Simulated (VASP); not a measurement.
# Ta (P6_3/mmc) in VASP: further runs

The runs below take Ta through single point, with r2SCAN, LDA.

Program: VASP 6.6.1. These are calculated values, not measurements. Logs are shortened: lines on timing, memory, paths and dates and some standing lists are left out, and cuts for length are marked.

## (1) The cell of the first run

The structure is hexagonal, space group P6_3/mmc (No. 194). The conventional cell has a = 2.881 Å, b = 2.881 Å, c = 5.132 Å, α = 90.00°, β = 90.00°, γ = 120.00°. Within 3.8 Å of Ta (site symmetry -6m2) lie 12 Ta at 2.88 to 3.06 Å.

This isn't the form of Ta at room conditions, which is bcc.

## (2) Single point, r2SCAN (18.44 Å³/atom)

Contents of POSCAR:

```
Ta
1.0
    2.8809059017      0.0000000000      0.0000000000
   -1.4404529508      2.4949376968      0.0000000000
    0.0000000000      0.0000000000      5.1315999754
Ta
2
Direct
    0.3333333333      0.6666666667      0.2500000000
    0.6666666667      0.3333333333      0.7500000000
```

Contents of INCAR.step1:

```
PREC = Accurate
ENCUT = 550
ISMEAR = -1
SIGMA = 0.05
LREAL = F
LASPH = T
NELM = 120
NBANDS = 18
GGA = PE
ALGO = Normal
EDIFF = 1E-5
LWAVE = T
LCHARG = F
GGA_COMPAT = F
```

Contents of INCAR.step2:

```
PREC = Accurate
ENCUT = 550
EDIFF = 1E-6
ISMEAR = -1
SIGMA = 0.05
LREAL = F
LASPH = T
NELM = 120
ALGO = Normal
ISIF = 2
LWAVE = F
LCHARG = T
METAGGA = R2SCAN
LMIXTAU = T
LELF = T
LVHAR = T
NBANDS = 18
ISTART = 1
GGA_COMPAT = F
```

Contents of KPOINTS:

```
regular mesh
0
Gamma
  11 11 5
```

Potentials or basis: VASP PAW PBE potentials, release 64 (Ta_pv).

On the command line:

```sh
$ cat potpaw_PBE.64/Ta_pv/POTCAR > POTCAR
$ cp INCAR.step1 INCAR
$ mpirun -np 1 vasp_std > vasp.out
$ cp INCAR.step2 INCAR
$ mpirun -np 1 vasp_std > vasp.out
```

OUTCAR:

```text
PREC = Accurate
   ENCUT = 550
   EDIFF = 1E-6
   ISMEAR = -1
   LREAL = F
   LASPH = T
   NELM = 120
   ISIF = 2
   METAGGA = R2SCAN
   ISTART = 1

 ion  position               nearest neighbor table
   1  0.333  0.667  0.250-   2 3.06   2 3.06   2 3.06   2 3.06   2 3.06   2 3.06
   2  0.667  0.333  0.750-   1 3.06   1 3.06   1 3.06   1 3.06   1 3.06   1 3.06

  LATTYP: Found a hexagonal cell.
 ALAT       =     2.8809059017
 C/A-ratio  =     1.7812452577

  Lattice vectors:

 A1 = (   2.8809059017,   0.0000000000,   0.0000000000)
 A2 = (  -1.4404529508,   2.4949376968,   0.0000000000)
 A3 = (   0.0000000000,   0.0000000000,   5.1315999754)

Analysis of symmetry for initial positions (statically):
=====================================================================
 Subroutine PRICEL returns:
 Original cell was already a primitive cell.

 Routine SETGRP: Setting up the symmetry group for a
 hexagonal supercell.

 Subroutine GETGRP returns: Found 24 space group operations
 (whereof 12 operations were pure point group operations)
 out of a pool of 24 trial point group operations.

The static configuration has the point symmetry D_3d.
 The point group associated with its full space group is D_6h.

Analysis of symmetry for dynamics (positions and initial velocities):
=====================================================================
 Subroutine PRICEL returns:
 Original cell was already a primitive cell.

 Routine SETGRP: Setting up the symmetry group for a
 hexagonal supercell.

 Subroutine GETGRP returns: Found 24 space group operations
 (whereof 12 operations were pure point group operations)
 out of a pool of 24 trial point group operations.

The dynamic configuration has the point symmetry D_3d.
 The point group associated with its full space group is D_6h.

 Subroutine INISYM returns: Found 24 space group operations
 (whereof 12 operations are pure point group operations),
 and found     1 'primitive' translations

----------------------------------------------------------------------------------------

                                     Primitive cell

  volume of cell :      36.8843

  direct lattice vectors                    reciprocal lattice vectors
     2.880905902  0.000000000  0.000000000     0.347113038  0.200405806  0.000000000
    -1.440452951  2.494937697  0.000000000     0.000000000  0.400811612  0.000000000
     0.000000000  0.000000000  5.131599975     0.000000000  0.000000000  0.194870996

  length of vectors
     2.880905902  2.880905902  5.131599975     0.400811612  0.400811612  0.194870996

  position of ions in fractional coordinates (direct lattice)
     0.333333333  0.666666667  0.250000000
     0.666666667  0.333333333  0.750000000

  ion indices of the primitive-cell ions
   primitive index   ion index
                 1           1
                 2           2

----------------------------------------------------------------------------------------

 KPOINTS: regular mesh

Automatic generation of k-mesh.
 Grid dimensions read from file:
 generate k-points for:   11   11    5

 Generating k-lattice:

  Cartesian coordinates                     Fractional coordinates (reciprocal lattice)
     0.031555731  0.018218710  0.000000000     0.090909091  0.000000000  0.000000000
     0.000000000  0.036437419  0.000000000     0.000000000  0.090909091  0.000000000
     0.000000000  0.000000000  0.038974199     0.000000000  0.000000000  0.200000000

  Length of vectors
     0.036437419  0.036437419  0.038974199

  Shift w.r.t. Gamma in fractional coordinates (k-lattice)
     0.000000000  0.000000000  0.000000000

 Subroutine IBZKPT returns following result:
 ===========================================

 Found     48 irreducible k-points:

 Following reciprocal coordinates:
            Coordinates               Weight
  0.000000  0.000000  0.000000      1.000000
  0.090909  0.000000  0.000000      6.000000
  0.181818  0.000000  0.000000      6.000000
  0.272727 -0.000000  0.000000      6.000000
  0.363636  0.000000  0.000000      6.000000
  0.454545  0.000000  0.000000      6.000000
[... 16 lines left out ...]
  0.090909  0.090909  0.200000     12.000000
  0.181818  0.090909  0.200000     24.000000
 [... further k-points ...]
   k-points           NKPTS =     48   k-points in BZ     NKDIM =     48   number of bands    NBANDS=     18
   number of dos      NEDOS =    301   number of ions     NIONS =      2
   total plane-waves  NPLWV =  23040
   dimension x,y,z NGX =    24 NGY =   24 NGZ =   40
   dimension x,y,z NGXF=    48 NGYF=   48 NGZF=   80
   ions per type =               2
   NGX,Y,Z   is equivalent  to a cutoff of  13.85, 13.85, 12.96 a.u.
   NGXF,Y,Z  is equivalent  to a cutoff of  27.70, 27.70, 25.92 a.u.
 SYSTEM =  unknown system
   PREC   = accura    normal or accurate (medium, high low for compatibility)
   ISTART =      1    job   : 0-new  1-cont  2-samecut
   ICHARG =      0    charge: 1-file 2-atom 10-const
   ISPIN  =      1    spin polarized calculation?
   LNONCOLLINEAR =      F non collinear calculations
   LSORBIT =      F    spin-orbit coupling
   LASPH  =      T    aspherical Exc in radial PAW
   ENCUT  =  550.0 eV  40.42 Ry    6.36 a.u.   5.51  5.51  9.81*2*pi/ulx,y,z
   NELM   =    120;   NELMIN=  2; NELMDL=  0     # of ELM steps
   EDIFF  = 0.1E-05   stopping-criterion for ELM
   LREAL  =      F    real-space projection
   EDIFFG = 0.1E-04   stopping-criterion for IOM
   NSW    =      0    number of steps for IOM
   IBRION =     -1    ionic relax: 0-MD 1-quasi-New 2-CG
   NFREE  =      0    steps in history (QN), initial steepest desc. (CG)
   ISIF   =      2    stress and relaxation
   ISYM   =      2    0-nonsym 1-usesym 2-fastsym
   POTIM  = 0.5000    time-step for ionic-motion
   TEBEG  =    0.0;   TEEND  =   0.0 temperature during run
   PSTRESS=    0.0 pullay stress
   NELECT =      22.0000    total number of electrons
   NUPDOWN=      -1.0000    fix difference up-down
   EMIN   =  10.00;   EMAX   =-10.00  energy-range for DOS
   EFERMI =   0.00;   METHOD = LEGACY
   ISMEAR =    -1;   SIGMA  =   0.05  broadening in eV -4-tet -1-fermi 0-gaus
   EFERMI_NEDOS =   21; number of points for ismear=-14 and -15
   IALGO  =     38    algorithm
   IMIX   =      4    mixing-type and parameters
     AMIX     =   0.40;   BMIX     =  1.00
     AMIX_MAG =   1.60;   BMIX_MAG =  1.00
  volume/ion in A,a.u.               =      18.44       124.45
  Fermi-wavevector in a.u.,A,eV,Ry     =   1.378061  2.604158 25.838184  1.899053
  Thomas-Fermi vector in A             =   2.503157
   LORBIT       =      0    0 simple, 1 ext, 2 COOP (PROOUT), +10 PAW based schemes
   METAGGA = R2SCAN    functional components
   LHFCALC =     F    Hartree Fock is set to
   AEXX    =    0.0000 exact exchange contribution
   IVDW    =     0    specifies the selected vdW correction
   LEPSILON=     F    determine dielectric tensor
   LRPA    =     F    only Hartree local field effects (RPA)
 non-spin polarized calculation
  energy-cutoff  :      550.00
  volume of cell :       36.88
 maximum number of plane-waves:      1106
 NGX is ok and might be reduce to    24
   NGX = 11   NGY = 11   NGZ = 19

 number of electron      22.0000002 magnetization

 Free energy of the ion-electron system (eV)
  ---------------------------------------------------
  ext. energy  EPLUGINS =         0.00000000
  ---------------------------------------------------
  free energy    TOTEN  =       -96.57617952 eV

  energy without entropy =      -96.55753113  energy(sigma->0) =      -96.56685532

 E-fermi :   5.6428     XC(G=0): -13.6136

 val. band max:        5.6266549821   @ k =   0.1818   0.0000   0.0000
 cond. band min:       5.6451262980   @ k =   0.2727   0.2727   0.0000
 fundamental gap:      0.0184713159
 Fermi energy:         5.6428311246

 k-point     1 :       0.0000    0.0000    0.0000
  band No.  band energies     occupation
      1     -30.1734      2.00000
      2     -29.2564      2.00000
      3     -29.1337      2.00000
      4     -29.1337      2.00000
      5     -29.0435      2.00000
      6     -29.0435      2.00000
[... 10 lines left out ...]
     17      11.2015      0.00000
     18      11.2015      0.00000

 k-point     2 :       0.0909    0.0000    0.0000
  band No.  band energies     occupation
      1     -30.1438      2.00000
      2     -29.2597      2.00000
      3     -29.2290      2.00000
      4     -29.1593      2.00000
      5     -29.1409      2.00000
      6     -29.0607      2.00000
[... 10 lines left out ...]
     17      11.3331      0.00000
     18      11.8524      0.00000

 k-point     3 :       0.1818    0.0000    0.0000
  band No.  band energies     occupation
      1     -30.0607      2.00000
      2     -29.4816      2.00000
      3     -29.3930      2.00000
      4     -29.2721      2.00000
      5     -29.2259      2.00000
      6     -29.1081      2.00000
[... 10 lines left out ...]
     17      11.5351      0.00000
     18      13.1873      0.00000

 k-point     4 :       0.2727   -0.0000    0.0000
  band No.  band energies     occupation
      1     -29.9403      2.00000
      2     -29.8052      2.00000
      3     -29.7055      2.00000
      4     -29.3099      2.00000
      5     -29.2990      2.00000
      6     -29.1714      2.00000
[... 375 lines left out ...]
      4     -29.4130      2.00000
      5     -29.3982      2.00000
      6     -29.2809      2.00000
[... 10 lines left out ...]
     17      12.5509      0.00000
     18      12.9370      0.00000

 k-point    23 :       0.0909    0.0909    0.2000
  band No.  band energies     occupation
      1     -30.0199      2.00000
      2     -29.4109      2.00000
      3     -29.3724      2.00000
      4     -29.2766      2.00000
      5     -29.1838      2.00000
      6     -29.1156      2.00000
[... 10 lines left out ...]
     17      11.1733      0.00000
     18      12.1253      0.00000

 k-point    24 :       0.1818    0.0909    0.2000
  band No.  band energies     occupation
      1     -29.9498      2.00000
      2     -29.6487      2.00000
      3     -29.6051      2.00000
      4     -29.3352      2.00000
      5     -29.2663      2.00000
      6     -29.1889      2.00000
[... 10 lines left out ...]
     17      11.0977      0.00000
     18      12.8372      0.00000

 [... further k-points ...]

------------------------ aborting loop because EDIFF is reached ----------------------------------------

  FORCE on cell =-STRESS in cart. coord.  units (eV):
  Direction    XX          YY          ZZ          XY          YZ          ZX
  --------------------------------------------------------------------------------------
  -------------------------------------------------------------------------------------
  Total        0.0989415      0.0989415      0.3647228      0.0000000     -0.0000000      0.0000000
  in kB        4.2978148      4.2978148     15.8427987      0.0000000     -0.0000000      0.0000000
  external PRESSURE =       8.1461428 kB  Pullay stress =       0.0000000 kB

 VOLUME and BASIS-vectors are now :
 -----------------------------------------------------------------------------
  energy-cutoff  :      550.00
  volume of cell :       36.88
      direct lattice vectors                 reciprocal lattice vectors
     2.880905902  0.000000000  0.000000000     0.347113038  0.200405806  0.000000000
    -1.440452951  2.494937697  0.000000000     0.000000000  0.400811612  0.000000000
     0.000000000  0.000000000  5.131599975     0.000000000  0.000000000  0.194870996

 POSITION                                       TOTAL-FORCE (eV/Angst)
 -----------------------------------------------------------------------------------
     -0.00000      1.66329      1.28290        -0.000000      0.000000      0.000000
      1.44045      0.83165      3.84870         0.000000     -0.000000      0.000000
 -----------------------------------------------------------------------------------
    total drift:                               -0.000000      0.000000     -0.000000

  FREE ENERGIE OF THE ION-ELECTRON SYSTEM (eV)
  ---------------------------------------------------
  free  energy   TOTEN  =       -96.5761795161 eV

  energy  without entropy=      -96.5575311306  energy(sigma->0) =      -96.56685532
```

Wall time 94 s (1 thread of Intel Xeon Platinum 8259CL at 2.50GHz (Skylake/Cascade Lake), shared host); peak memory 0.18 GiB.

Results:

```
Free energy            : -96.5762 eV
Pressure               : 0.8 GPa
Band gap on the k mesh : zero (bands 11 and 12 overlap by 1.54 eV)
```

Caveat: the PAW data sets were made with another functional, which shifts forces and pressure a little; spin-orbit coupling is left out, which moves the levels of the heavy elements.

## (3) Single point, r2SCAN (19.95 Å³/atom)

This run uses another cell than the first one, of 19.95 Å³/atom.

Contents of POSCAR:

```
Ta
1.0
    2.9572565550      0.0000000000      0.0000000000
   -1.4786282775      2.5610593022      0.0000000000
    0.0000000000      0.0000000000      5.2675992145
Ta
2
Direct
    0.3333333333      0.6666666667      0.2500000000
    0.6666666667      0.3333333333      0.7500000000
```

Contents of INCAR.step1:

```
ALGO = Normal
EDIFF = 1E-5
ENCUT = 550
GGA = PE
GGA_COMPAT = False
ISMEAR = -1
LASPH = True
LCHARG = False
LREAL = False
LWAVE = True
NBANDS = 18
NELM = 120
PREC = Accurate
SIGMA = 0.05
```

Contents of INCAR.step2:

```
ALGO = Normal
EDIFF = 1E-6
ENCUT = 550
GGA_COMPAT = False
ISIF = 2
ISMEAR = -1
ISTART = 1
LASPH = True
LCHARG = True
LELF = True
LMIXTAU = True
LREAL = False
LVHAR = True
LWAVE = False
METAGGA = R2SCAN
NBANDS = 18
NELM = 120
PREC = Accurate
SIGMA = 0.05
```

Contents of KPOINTS:

```
k-points
0
Gamma
  11 11 5
```

Potentials or basis: VASP PAW PBE potentials, release 64 (Ta_pv).

On the command line:

```sh
$ cat potpaw_PBE.64/Ta_pv/POTCAR > POTCAR
$ cp INCAR.step1 INCAR
$ mpirun -np 1 vasp_std > vasp.out
$ cp INCAR.step2 INCAR
$ mpirun -np 1 vasp_std > vasp.out
```

It took 1.7 min on 1 thread of Intel Xeon Platinum 8259CL at 2.50GHz (Skylake/Cascade Lake), shared host; peak memory 0.18 GiB.

It converged, with:

```yaml
Free_energy: -96.4554 eV
Pressure: -12.8 GPa
Band_gap_on_the_k_mesh: zero (bands 11 and 12 overlap by 1.39 eV)
```

Stress tensor (GPa, compression positive):
```
-13.42   0.00   0.00
  0.00 -13.42   0.00
  0.00   0.00 -11.69
```

Levels at points of the mesh, in eV from the Fermi level:
```csv
k point,band 8,band 9,band 10,band 11,band 12,band 13,band 14,band 15
"(0.00, 0.00, 0.00)",-4.95,-0.51,-0.50,0.70,0.70,1.23,1.23,3.08
```

Caveat: the cell stands under tension; the PAW data sets were made with another functional, which shifts forces and pressure a little; spin-orbit coupling is left out, which moves the levels of the heavy elements.

## (4) Single point, LDA

This run uses another cell than the first one, of 17.69 Å³/atom.

Contents of INCAR:

```
PREC = Accurate
ENCUT = 520
EDIFF = 1E-7
ISMEAR = -1
SIGMA = 0.05
LREAL = False
LASPH = True
NELM = 60
ALGO = Normal
ISIF = 2
LWAVE = False
LCHARG = False
GGA = CA
NBANDS = 18
```

Contents of KPOINTS:

```
Automatic mesh
0
Gamma
  11 11 5
```

Contents of POSCAR:

```
Ta
1.0
    2.8411641924      0.0000000000      0.0000000000
   -1.4205820962      2.4605203670      0.0000000000
    0.0000000000      0.0000000000      5.0608102442
Ta
2
Direct
    0.3333333333      0.6666666667      0.2500000000
    0.6666666667      0.3333333333      0.7500000000
```

Potentials or basis: VASP PAW LDA potentials, release 64 (Ta_pv).

On the command line:

```sh
$ cat potpaw_LDA.64/Ta_pv/POTCAR > POTCAR
$ mpirun -np 1 vasp_std > vasp.out
```

It took 26 s on 1 thread of Intel Xeon 8259CL, shared host; peak memory 0.16 GiB.

Results (log left out):

```yaml
Free_energy: -25.0691 eV
Pressure: 0.6 GPa
Band_gap_on_the_k_mesh: zero (bands 11 and 12 overlap by 1.75 eV)
```

Stress tensor (GPa, compression positive):
```
-0.01  0.00  0.00
 0.00 -0.01  0.00
 0.00  0.00  1.68
```

Levels at points of the mesh, in eV from the Fermi level:
```tsv
k point	band 8	band 9	band 10	band 11	band 12	band 13	band 14	band 15
(0.00, 0.00, 0.00)	-5.10	-0.70	0.20	0.53	0.53	1.14	1.14	3.06
```

Caveat: spin-orbit coupling is left out, which moves the levels of the heavy elements.

## (5) Single point, LDA

This run uses another cell than the first one, of 18.07 Å³/atom.

Contents of INCAR:

```
ALGO     = Fast           # electronic algorithm
EDIFF    = 1E-6           # SCF threshold, eV
ENCUT    = 520            # plane-wave cutoff, eV
GGA      = CA             # functional
ISIF     = 2              # what is computed and relaxed
ISMEAR   = -1             # smearing method
LASPH    = True           # aspherical terms in the spheres
LCHARG   = False          # write CHGCAR
LREAL    = False          # projectors in reciprocal space
LWAVE    = False          # write WAVECAR
NBANDS   = 18             # bands
NELM     = 80             # most SCF steps
PREC     = Accurate       # precision mode
SIGMA    = 0.05           # smearing width, eV
```

Contents of KPOINTS:

```
k-points
0
Gamma
  11 11 5
```

Contents of POSCAR:

```
Ta
1.0
    2.8611730502      0.0000000000      0.0000000000
   -1.4305865251      2.4778485461      0.0000000000
    0.0000000000      0.0000000000      5.0964509272
Ta
2
Direct
    0.3333333333      0.6666666667      0.2500000000
    0.6666666667      0.3333333333      0.7500000000
```

On the command line:

```sh
$ cat potpaw_LDA.64/Ta_pv/POTCAR > POTCAR
$ mpirun -np 1 vasp_std > vasp.out
```

Run time: 36 s. Hardware: 1 thread of Intel Xeon 8259CL, shared host; peak memory 0.15 GiB.

It converged, with:

```
Free energy            : -25.0614 eV
Pressure               : -3.9 GPa
Band gap on the k mesh : zero (bands 11 and 12 overlap by 1.67 eV)
```

Stress tensor (GPa, compression positive):
```
-4.60  0.00  0.00
 0.00 -4.60  0.00
 0.00  0.00 -2.43
```

Levels at points of the mesh, in eV from the Fermi level:
| k point | band 7 | band 8 | band 9 | band 10 | band 11 | band 12 | band 13 | band 14 | band 15 | band 16 |
| --- | --- | --- | --- | --- | --- | --- | --- | --- | --- | --- |
| (0.00, 0.00, 0.00) | -8.27 | -5.02 | -0.67 | 0.13 | 0.53 | 0.53 | 1.12 | 1.12 | 3.00 | 3.00 |

Caveat: the cell stands under tension; spin-orbit coupling is left out, which moves the levels of the heavy elements.

## (6) The runs side by side

| level | potentials or basis | cell | cutoff (eV) | gap on the mesh (eV) | pressure (GPa) |
| --- | --- | --- | --- | --- | --- |
| r2SCAN | VASP PAW PBE potentials, release 64 (Ta_pv) | a = 2.881, b = 2.881, c = 5.132 Å, angles 90.0, 90.0, 120.0°, 2 atoms | 550 | none | 0.8 |
| r2SCAN | VASP PAW PBE potentials, release 64 (Ta_pv) | a = 2.957, b = 2.957, c = 5.268 Å, angles 90.0, 90.0, 120.0°, 2 atoms | 550 | none | -12.8 |
| LDA | VASP PAW LDA potentials, release 64 (Ta_pv) | a = 2.841, b = 2.841, c = 5.061 Å, angles 90.0, 90.0, 120.0°, 2 atoms | 520 | none | 0.6 |
| LDA | VASP PAW LDA potentials, release 64 (Ta_pv) | a = 2.861, b = 2.861, c = 5.096 Å, angles 90.0, 90.0, 120.0°, 2 atoms | 520 | none | -3.9 |

Alike in all rows: task single point; no spin polarisation; k mesh 11 × 11 × 5; smearing fermi-dirac 0.05 eV.

Caveats: spin-orbit coupling is left out, which moves the levels of the heavy elements; the PAW data sets were made with another functional, which shifts forces and pressure a little (at least some runs); the cell stands under tension (at least some runs).

Absolute energies hang on the potentials; compare differences alone.
